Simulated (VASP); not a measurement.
Set up this calculation in VASP 6.6.1, as the native input.

| Property | Result |
| --- | --- |
| Task | G0W0 quasiparticle levels |
| Functional | r2SCAN |
| Potentials or basis | VASP PAW PBE potentials, release 64 (O_GW) |
| Cutoff | 500 eV |
| k mesh | 6 × 6 × 8 |
| Occupations | gaussian, width 0.01 eV |
| Spin | no spin polarisation |
| Dipole correction | no |
| GW scheme | G0W0 |
| GW iterations | 1 |
| Cutoff of the response function | 80 |
| Frequency points | 96 |
| Empty bands | 73 |
| Further INCAR settings | ALGO = EVGW0; EDIFF = 1e-08; NBANDS = 85 |

Crystal: O.

```
O
1.0
     4.04225    0.00000   -0.05113
     0.00000    4.02616    0.00000
    -1.06460    0.00000    2.79144
O
4
Direct
  0.33986 0.68420 0.67023
  0.66014 0.68420 0.82977
  0.66014 0.31580 0.32977
  0.33986 0.31580 0.17023
```

One way to write it, as run:

POSCAR

```
O
1.0
    4.0422519466      0.0000000000     -0.0511318553
    0.0000000000      4.0261643208      0.0000000000
   -1.0645951985      0.0000000000      2.7914436158
O
4
Direct
    0.3398634867      0.6842025056      0.6702335981
    0.6601365133      0.6842025056      0.8297664019
    0.6601365133      0.3157974944      0.3297664019
    0.3398634867      0.3157974944      0.1702335981
```

INCAR.step1

```
  ALGO = Normal
  EDIFF = 1E-8
  ENCUT = 500
  ISMEAR = 0
  LASPH = True
  LCHARG = False
  LMIXTAU = True
  LREAL = False
  LWAVE = True
  METAGGA = R2SCAN
  NELM = 100
  PREC = Accurate
  SIGMA = 0.01
```

INCAR.step2

```
  ALGO = Exact
  EDIFF = 1E-8
  ENCUT = 500
  ISMEAR = 0
  ISTART = 1
  LASPH = True
  LCHARG = False
  LMIXTAU = True
  LOPTICS = True
  LREAL = False
  LWAVE = True
  METAGGA = R2SCAN
  NBANDS = 85
  NELM = 1
  PREC = Accurate
  SIGMA = 0.01
```

INCAR.step3

```
  ALGO = EVGW0
  EDIFF = 1E-8
  ENCUT = 500
  ENCUTGW = 80.0
  ISMEAR = 0
  ISTART = 1
  LASPH = True
  LCHARG = False
  LMIXTAU = True
  LREAL = False
  LWAVE = False
  METAGGA = R2SCAN
  NBANDS = 85
  NBANDSGW = 20
  NELMGW = 1
  NOMEGA = 96
  OMEGAMAX = 20
  PREC = Accurate
  PRECFOCK = Fast
  SIGMA = 0.01
```

KPOINTS

```
k-points
0
Gamma
  6 6 8
```

Potentials or basis: VASP PAW PBE potentials, release 64 (O_GW).

The run is started by

```bash
$ cat potpaw_PBE.64/O_GW/POTCAR > POTCAR
$ cp INCAR.step1 INCAR
$ mpirun -np 1 vasp_std > vasp.out
$ cp INCAR.step2 INCAR
$ mpirun -np 1 vasp_std > vasp.out
$ cp INCAR.step3 INCAR
$ mpirun -np 1 vasp_std > vasp.out
```

Results of the run:

The quasiparticle gap is 2.13 eV and the least direct quasiparticle gap is 2.13 eV. The band gap of the starting levels on the mesh is 0.99 eV. The least direct gap of the starting levels on the mesh is 1.03 eV.

Caveat: bands, screening cutoff and mesh are small and nothing is extrapolated, so the quasiparticle values aren't converged; the standard files for N, O and F lose accuracy on very short bonds; spin is off for a triplet molecule.

It took 73 min on 1 thread of Intel(R) Xeon(R) Platinum 8375C CPU @ 2.90GHz (Ice Lake) (shared host), peak memory 2.6 GiB.
